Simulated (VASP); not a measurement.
The system is Ca.

```xyz
1
Lattice="0.0000 2.7835 2.7835 2.7835 0.0000 2.7835 2.7835 2.7835 0.0000" Properties=species:S:1:pos:R:3 pbc="T T T"
Ca    0.0000    0.0000    0.0000
```

Base run:

| Quantity | Value |
| --- | --- |
| Program | VASP 6.6.1 |
| Functional | r2SCAN |
| Potentials or basis | VASP PAW PBE potentials, release 64 (Ca_sv) |
| Cutoff | 520 eV |
| k mesh | 10 × 10 × 10 |
| Occupations | fermi-dirac, width 1 eV |
| Spin | no spin polarisation |

Its results: band gap on the k mesh zero (bands 5 and 6 overlap by 0.55 eV); pressure 1.6 GPa.

Question: The run is repeated on the same cell with these changes: occupations from fermi-dirac, width 1 eV to gaussian, width 0.01 eV. What comes out?

Answer: Band gap on the k mesh zero (bands 5 and 6 overlap by 0.48 eV); pressure 0.0 GPa.

Caveats: the PAW data sets were made with another functional, which shifts forces and pressure a little; so wide a smearing shifts energies and pressures (at least some runs).
